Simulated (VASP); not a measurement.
# AgBr (Fm-3m) in VASP: notebook

AgBr is run at these levels: PBEsol; tasks: single point, relaxation of cell and atoms.

Program: VASP 6.6.1. These are calculated values, not measurements. Logs are shortened: lines on timing, memory, paths and dates and some standing lists are left out, and cuts for length are marked.

**1. The cell of the first run**

Symmetry: Fm-3m, No. 225, cubic system. The conventional cell has a = 5.675 Å, b = 5.675 Å, c = 5.675 Å, α = 90.00°, β = 90.00°, γ = 90.00°. Within 3.7 Å of Ag (site symmetry m-3m) lie 6 Br at 2.84 Å. Br (site symmetry m-3m) has 6 Ag at 2.84 Å within 3.7 Å.

**2. Single point, PBEsol**

The input, INCAR:

```
SYSTEM = AgBr
PREC = Accurate ; ENCUT = 500
EDIFF = 1E-6 ; ISMEAR = 0
SIGMA = 0.02 ; LREAL = .False.
LASPH = .True. ; NELM = 120
ALGO = Normal ; ISIF = 2
LWAVE = .False. ; LCHARG = .False.
GGA = PS ; NBANDS = 16
GGA_COMPAT = .False.
```

The input, KPOINTS:

```
regular mesh
0
Gamma
  10 10 10
  0 0 0
```

The input, POSCAR:

```
AgBr
1.0
    0.0000000000      2.8376847179      2.8376847179
    2.8376847179      0.0000000000      2.8376847179
    2.8376847179      2.8376847179      0.0000000000
Ag Br
1 1
Direct
    0.0000000000      0.0000000000      0.0000000000
    0.5000000000      0.5000000000      0.5000000000
```

Potentials or basis: VASP PAW PBE potentials, release 64 (Ag, Br).

Started as:

```sh
$ cat potpaw_PBE.64/Ag/POTCAR potpaw_PBE.64/Br/POTCAR > POTCAR
$ mpirun -np 1 vasp_std > vasp.out
```

OUTCAR:

```text
SYSTEM = AgBr
   PREC = Accurate
   ENCUT = 500
   EDIFF = 1E-6
   ISMEAR = 0
   LREAL = .False.
   LASPH = .True.
   NELM = 120
   ISIF = 2
   GGA = PS

 ion  position               nearest neighbor table
   1  0.000  0.000  0.000-   2 2.84   2 2.84   2 2.84   2 2.84   2 2.84   2 2.84
   2  0.500  0.500  0.500-   1 2.84   1 2.84   1 2.84   1 2.84   1 2.84   1 2.84

  LATTYP: Found a face centered cubic cell.
 ALAT       =     5.6753694358

  Lattice vectors:

 A1 = (   0.0000000000,   2.8376847179,   2.8376847179)
 A2 = (   2.8376847179,   0.0000000000,   2.8376847179)
 A3 = (   2.8376847179,   2.8376847179,   0.0000000000)

Analysis of symmetry for initial positions (statically):
=====================================================================
 Subroutine PRICEL returns:
 Original cell was already a primitive cell.

 Routine SETGRP: Setting up the symmetry group for a
 face centered cubic supercell.

 Subroutine GETGRP returns: Found 48 space group operations
 (whereof 48 operations were pure point group operations)
 out of a pool of 48 trial point group operations.

The static configuration has the point symmetry O_h .

Analysis of symmetry for dynamics (positions and initial velocities):
=====================================================================
 Subroutine PRICEL returns:
 Original cell was already a primitive cell.

 Routine SETGRP: Setting up the symmetry group for a
 face centered cubic supercell.

 Subroutine GETGRP returns: Found 48 space group operations
 (whereof 48 operations were pure point group operations)
 out of a pool of 48 trial point group operations.

The dynamic configuration has the point symmetry O_h .

 Subroutine INISYM returns: Found 48 space group operations
 (whereof 48 operations are pure point group operations),
 and found     1 'primitive' translations

----------------------------------------------------------------------------------------

                                     Primitive cell

  volume of cell :      45.7007

  direct lattice vectors                    reciprocal lattice vectors
     0.000000000  2.837684718  2.837684718    -0.176199983  0.176199983  0.176199983
     2.837684718  0.000000000  2.837684718     0.176199983 -0.176199983  0.176199983
     2.837684718  2.837684718  0.000000000     0.176199983  0.176199983 -0.176199983

  length of vectors
     4.013092214  4.013092214  4.013092214     0.305187323  0.305187323  0.305187323

  position of ions in fractional coordinates (direct lattice)
     0.000000000  0.000000000  0.000000000
     0.500000000  0.500000000  0.500000000

  ion indices of the primitive-cell ions
   primitive index   ion index
                 1           1
                 2           2

----------------------------------------------------------------------------------------

 KPOINTS: regular mesh

Automatic generation of k-mesh.
 Grid dimensions read from file:
 generate k-points for:   10   10   10

 Generating k-lattice:

  Cartesian coordinates                     Fractional coordinates (reciprocal lattice)
    -0.017619998  0.017619998  0.017619998     0.100000000  0.000000000  0.000000000
     0.017619998 -0.017619998  0.017619998     0.000000000  0.100000000  0.000000000
     0.017619998  0.017619998 -0.017619998     0.000000000  0.000000000  0.100000000

  Length of vectors
     0.030518732  0.030518732  0.030518732

  Shift w.r.t. Gamma in fractional coordinates (k-lattice)
     0.000000000  0.000000000  0.000000000

 Subroutine IBZKPT returns following result:
 ===========================================

 Found     47 irreducible k-points:

 Following reciprocal coordinates:
            Coordinates               Weight
  0.000000  0.000000  0.000000      1.000000
  0.100000  0.000000  0.000000      8.000000
  0.200000  0.000000  0.000000      8.000000
  0.300000  0.000000  0.000000      8.000000
  0.400000  0.000000  0.000000      8.000000
  0.500000  0.000000  0.000000      4.000000
[... 16 lines left out ...]
  0.300000  0.300000  0.000000      6.000000
  0.400000  0.300000  0.000000     24.000000
 [... further k-points ...]
   k-points           NKPTS =     47   k-points in BZ     NKDIM =     47   number of bands    NBANDS=     16
   number of dos      NEDOS =    301   number of ions     NIONS =      2
   total plane-waves  NPLWV =  27000
   dimension x,y,z NGX =    30 NGY =   30 NGZ =   30
   dimension x,y,z NGXF=    60 NGYF=   60 NGZF=   60
   ions per type =               1   1
   NGX,Y,Z   is equivalent  to a cutoff of  12.43, 12.43, 12.43 a.u.
   NGXF,Y,Z  is equivalent  to a cutoff of  24.86, 24.86, 24.86 a.u.
 SYSTEM =  AgBr
   PREC   = accura    normal or accurate (medium, high low for compatibility)
   ISTART =      0    job   : 0-new  1-cont  2-samecut
   ICHARG =      2    charge: 1-file 2-atom 10-const
   ISPIN  =      1    spin polarized calculation?
   LNONCOLLINEAR =      F non collinear calculations
   LSORBIT =      F    spin-orbit coupling
   LASPH  =      T    aspherical Exc in radial PAW
   ENCUT  =  500.0 eV  36.75 Ry    6.06 a.u.   7.32  7.32  7.32*2*pi/ulx,y,z
   NELM   =    120;   NELMIN=  2; NELMDL= -5     # of ELM steps
   EDIFF  = 0.1E-05   stopping-criterion for ELM
   LREAL  =      F    real-space projection
   EDIFFG = 0.1E-04   stopping-criterion for IOM
   NSW    =      0    number of steps for IOM
   IBRION =     -1    ionic relax: 0-MD 1-quasi-New 2-CG
   NFREE  =      0    steps in history (QN), initial steepest desc. (CG)
   ISIF   =      2    stress and relaxation
   ISYM   =      2    0-nonsym 1-usesym 2-fastsym
   POTIM  = 0.5000    time-step for ionic-motion
   TEBEG  =    0.0;   TEEND  =   0.0 temperature during run
   PSTRESS=    0.0 pullay stress
   NELECT =      18.0000    total number of electrons
   NUPDOWN=      -1.0000    fix difference up-down
   EMIN   =  10.00;   EMAX   =-10.00  energy-range for DOS
   EFERMI =   0.00;   METHOD = LEGACY
   ISMEAR =     0;   SIGMA  =   0.02  broadening in eV -4-tet -1-fermi 0-gaus
   EFERMI_NEDOS =   21; number of points for ismear=-14 and -15
   IALGO  =     38    algorithm
   IMIX   =      4    mixing-type and parameters
     AMIX     =   0.40;   BMIX     =  1.00
     AMIX_MAG =   1.60;   BMIX_MAG =  1.00
  volume/ion in A,a.u.               =      22.85       154.20
  Fermi-wavevector in a.u.,A,eV,Ry     =   1.200028  2.267725 19.593317  1.440068
  Thomas-Fermi vector in A             =   2.335875
   LORBIT       =      0    0 simple, 1 ext, 2 COOP (PROOUT), +10 PAW based schemes
   GGA     = PS    functional components
   LHFCALC =     F    Hartree Fock is set to
   AEXX    =    0.0000 exact exchange contribution
   IVDW    =     0    specifies the selected vdW correction
   LEPSILON=     F    determine dielectric tensor
   LRPA    =     F    only Hartree local field effects (RPA)
 non-spin polarized calculation
 Gauss-broadening in eV      SIGMA  =   0.02
  energy-cutoff  :      500.00
  volume of cell :       45.70
 maximum number of plane-waves:      1211
 NGX is ok and might be reduce to    30
   NGX = 15   NGY = 15   NGZ = 15

 number of electron      17.9999998 magnetization

 Free energy of the ion-electron system (eV)
  ---------------------------------------------------
  ext. energy  EPLUGINS =         0.00000000
  ---------------------------------------------------
  free energy    TOTEN  =        -5.69842358 eV

  energy without entropy =       -5.69842358  energy(sigma->0) =       -5.69842358

 E-fermi :   4.0683     XC(G=0): -10.2613

 val. band max:        3.9272771853   @ k =   0.5000   0.0000   0.0000
 cond. band min:       4.4255486562   @ k =   0.0000   0.0000   0.0000
 fundamental gap:      0.4982714709
 Fermi energy:         4.0683460376

 k-point     1 :       0.0000    0.0000    0.0000
  band No.  band energies     occupation
      1     -11.4142      2.00000
      2       0.9505      2.00000
      3       0.9505      2.00000
      4       0.9505      2.00000
      5       0.9507      2.00000
      6       0.9507      2.00000
[... 8 lines left out ...]
     15      15.7218      0.00000
     16      15.7218      0.00000

 k-point     2 :       0.1000    0.0000    0.0000
  band No.  band energies     occupation
      1     -11.3703      2.00000
      2       0.6429      2.00000
      3       0.6429      2.00000
      4       0.7187      2.00000
      5       0.9816      2.00000
      6       0.9816      2.00000
[... 8 lines left out ...]
     15      14.9234      0.00000
     16      15.1427      0.00000

 k-point     3 :       0.2000    0.0000    0.0000
  band No.  band energies     occupation
      1     -11.2513      2.00000
      2      -0.0772      2.00000
      3       0.1835      2.00000
      4       0.1835      2.00000
      5       1.0645      2.00000
      6       1.0645      2.00000
[... 8 lines left out ...]
     15      14.9331      0.00000
     16      14.9804      0.00000

 k-point     4 :       0.3000    0.0000    0.0000
  band No.  band energies     occupation
      1     -11.0958      2.00000
      2      -0.9188      2.00000
      3      -0.1900      2.00000
      4      -0.1900      2.00000
      5       1.1704      2.00000
      6       1.1704      2.00000
[... 8 lines left out ...]
     15      15.5998      0.00000
     16      15.5998      0.00000
[... 324 lines left out ...]
 k-point    22 :      -0.2000    0.2000    0.0000
  band No.  band energies     occupation
      1     -11.0570      2.00000
      2      -0.9703      2.00000
      3      -0.3279      2.00000
      4       0.1672      2.00000
      5       1.1277      2.00000
      6       1.2334      2.00000
[... 8 lines left out ...]
     15      17.3386      0.00000
     16      17.3553      0.00000

 k-point    23 :       0.3000    0.3000    0.0000
  band No.  band energies     occupation
      1     -11.0427      2.00000
      2      -0.9603      2.00000
      3       0.6718      2.00000
      4       0.6718      2.00000
      5       0.7448      2.00000
      6       1.0667      2.00000
[... 8 lines left out ...]
     15      17.9243      0.00000
     16      19.4940      0.00000

 k-point    24 :       0.4000    0.3000    0.0000
  band No.  band energies     occupation
      1     -10.9607      2.00000
      2      -0.9728      2.00000
      3       0.2999      2.00000
      4       0.4058      2.00000
      5       0.8973      2.00000
      6       1.2581      2.00000
[... 8 lines left out ...]
     15      18.3466      0.00000
     16      19.2105      0.00000

 [... further k-points ...]

------------------------ aborting loop because EDIFF is reached ----------------------------------------

  FORCE on cell =-STRESS in cart. coord.  units (eV):
  Direction    XX          YY          ZZ          XY          YZ          ZX
  --------------------------------------------------------------------------------------
  -------------------------------------------------------------------------------------
  Total       -0.0154655     -0.0154655     -0.0154655      0.0000000     -0.0000000      0.0000000
  in kB       -0.5421913     -0.5421913     -0.5421913      0.0000000     -0.0000000      0.0000000
  external PRESSURE =      -0.5421913 kB  Pullay stress =       0.0000000 kB

 VOLUME and BASIS-vectors are now :
 -----------------------------------------------------------------------------
  energy-cutoff  :      500.00
  volume of cell :       45.70
      direct lattice vectors                 reciprocal lattice vectors
     0.000000000  2.837684718  2.837684718    -0.176199983  0.176199983  0.176199983
     2.837684718  0.000000000  2.837684718     0.176199983 -0.176199983  0.176199983
     2.837684718  2.837684718  0.000000000     0.176199983  0.176199983 -0.176199983

 POSITION                                       TOTAL-FORCE (eV/Angst)
 -----------------------------------------------------------------------------------
      0.00000      0.00000      0.00000         0.000000     -0.000000      0.000000
      2.83768      2.83768      2.83768        -0.000000      0.000000     -0.000000
 -----------------------------------------------------------------------------------
    total drift:                               -0.000000      0.000000      0.000000

  FREE ENERGIE OF THE ION-ELECTRON SYSTEM (eV)
  ---------------------------------------------------
  free  energy   TOTEN  =        -5.6984235769 eV

  energy  without entropy=       -5.6984235769  energy(sigma->0) =       -5.69842358
```

Wall time 15 s (1 thread of Intel Xeon 6975P-C (Granite Rapids), shared host); peak memory 0.18 GiB.

What came out:

```
Free energy            : -5.6984 eV
Pressure               : -0.1 GPa
Band gap on the k mesh : 0.50 eV, indirect (least direct gap 2.57 eV)
```

Caveat: the PAW data sets were made with another functional, which shifts forces and pressure a little. A k mesh can miss the band edges.

**3. Relaxation of cell and atoms, PBEsol**

This run uses another cell than the first one, of 23.64 Å³/atom, 1.035 times its volume.

The input, INCAR:

```
ALGO     = Normal         # electronic algorithm
EDIFF    = 1E-7           # SCF threshold, eV
EDIFFG   = -0.005         # ionic threshold
ENCUT    = 500            # plane-wave cutoff, eV
GGA      = PS             # functional
GGA_COMPAT= False        
IBRION   = 2              # ionic algorithm
ISIF     = 3              # what is computed and relaxed
ISMEAR   = 0              # smearing method
LASPH    = True           # aspherical terms in the spheres
LCHARG   = False          # write CHGCAR
LREAL    = False          # projectors in reciprocal space
LWAVE    = False          # write WAVECAR
NELM     = 120            # most SCF steps
NELMIN   = 4            
NSW      = 100            # ionic steps
PREC     = Accurate       # precision mode
SIGMA    = 0.02           # smearing width, eV
```

The input, KPOINTS:

```
k-points
0
Gamma
  10 10 10
```

The input, POSCAR:

```
AgBr
1.0
    0.0000000000      2.8701500000      2.8701500000
    2.8701500000      0.0000000000      2.8701500000
    2.8701500000      2.8701500000      0.0000000000
Ag Br
1 1
Direct
    0.0000000000      0.0000000000      0.0000000000
    0.5000000000      0.5000000000      0.5000000000
```

Potentials or basis: VASP PAW PBE potentials, release 64 (Ag, Br).

Started as:

```sh
$ cat potpaw_PBE.64/Ag/POTCAR potpaw_PBE.64/Br/POTCAR > POTCAR
$ mpirun -np 1 vasp_std > vasp.out
```

Wall time 29 s (1 thread of Intel Xeon 6975P-C (Granite Rapids), shared host); peak memory 0.19 GiB.

Results (log left out):

```
Free energy                            : -5.6988 eV
Relaxed volume                         : 22.82 Å³/atom
Relaxed cell                           : a = 4.011 Å, b = 4.011 Å, c = 4.011 Å, α = 60.00°, β = 60.00°, γ = 60.00°
Space group after relaxing (to 0.05 Å) : Fm-3m (No. 225)
Energy gained by relaxing              : 4.5 meV/atom
Ionic steps                            : 3
Pressure after relaxing                : 0.0 GPa
Band gap on the k mesh                 : 0.50 eV, indirect (least direct gap 2.58 eV)
```

The path:
```tsv
step	energy change (eV)	largest force (eV/Å)	pressure (GPa)	volume (Å³)
1	0.0000	0.0000	-1.69	47.29
2	-0.0090	0.0000	0.04	45.60
3	-0.0090	0.0000	0.00	45.64
```

Final structure:
```
Ag Br
1.0
     0.00000    2.83638    2.83638
     2.83638    0.00000    2.83638
     2.83638    2.83638    0.00000
Ag Br
1 1
Direct
  0.00000 0.00000 0.00000
  0.50000 0.50000 0.50000
```

Levels at points of the mesh, in eV from the valence-band top:
```tsv
k point	band 6	band 7	band 8	band 9	band 10	band 11	band 12	band 13
(0.00, 0.00, 0.00)	-2.98	-2.08	-2.08	-2.08	0.50	9.80	9.80	9.80
(0.50, 0.00, 0.00)	-2.64	-2.28	0.00	0.00	3.44	6.56	6.56	6.73
(0.50, 0.50, 0.00)	-2.80	-2.52	-2.52	-2.40	1.39	6.84	9.05	11.08
```

Caveat: the PAW data sets were made with another functional, which shifts forces and pressure a little.

**4. Single point, PBEsol**

This run uses another cell than the first one, of 23.64 Å³/atom, 1.035 times its volume.

The input, INCAR:

```
PREC = Accurate ; ENCUT = 500
EDIFF = 1E-6 ; ISMEAR = 0
SIGMA = 0.1 ; LREAL = False
LASPH = True ; NELM = 120
ALGO = Normal ; ISIF = 2
LWAVE = False ; LCHARG = True
GGA = PS ; LELF = True
LVHAR = True ; NBANDS = 16
GGA_COMPAT = False
```

The input, KPOINTS:

```
regular mesh
0
Gamma
  6 6 6
```

POSCAR is that of step 3.

Started as:

```sh
$ cat potpaw_PBE.64/Ag/POTCAR potpaw_PBE.64/Br/POTCAR > POTCAR
$ mpirun -np 1 vasp_std > vasp.out
```

It took 7.4 s on 1 thread of Intel Xeon 6975P-C (Granite Rapids), shared host; peak memory 0.16 GiB.

The run converged. Its results:

```yaml
Free_energy: -5.6881 eV
Pressure: -1.7 GPa
Band_gap_on_the_k_mesh: 0.50 eV, indirect (least direct gap 2.45 eV)
```

Levels at points of the mesh, in eV from the valence-band top:
```
           k point  band 5  band 6  band 7  band 8  band 9  band 10  band 11  band 12  band 13  band 14
(0.00, 0.00, 0.00)   -2.82   -2.82   -1.95   -1.95   -1.95     0.50     9.81     9.81     9.81    10.89
(0.50, 0.00, 0.00)   -2.51   -2.51   -2.17    0.00    0.00     3.55     6.51     6.63     6.63    12.03
(0.50, 0.50, 0.00)   -2.87   -2.66   -2.40   -2.40   -2.31     1.47     6.90     8.90    10.90    10.90
```

Caveat: the PAW data sets were made with another functional, which shifts forces and pressure a little. Expect the measured gap to be larger: semilocal functionals such as PBEsol lack the derivative discontinuity.

**5. Summary**

| task | cell | k mesh | smearing | gap on the mesh (eV) | pressure (GPa) |
| --- | --- | --- | --- | --- | --- |
| single point | a = 4.013 Å, angles 60.0°, 2 atoms | 10 × 10 × 10 | gaussian 0.02 eV | 0.50 | -0.1 |
| relaxation of cell and atoms | relaxed from a = 4.059 Å, angles 60.0°, 2 atoms | 10 × 10 × 10 | gaussian 0.02 eV | 0.50 | 0.0 |
| single point | a = 4.059 Å, angles 60.0°, 2 atoms | 6 × 6 × 6 | gaussian 0.1 eV | 0.50 | -1.7 |

Alike in all rows: level PBEsol; potentials or basis VASP PAW PBE potentials, release 64 (Ag, Br); no spin polarisation; cutoff (eV) 500.

Caveats: the PAW data sets were made with another functional, which shifts forces and pressure a little.

Absolute energies hang on the potentials; compare differences alone.
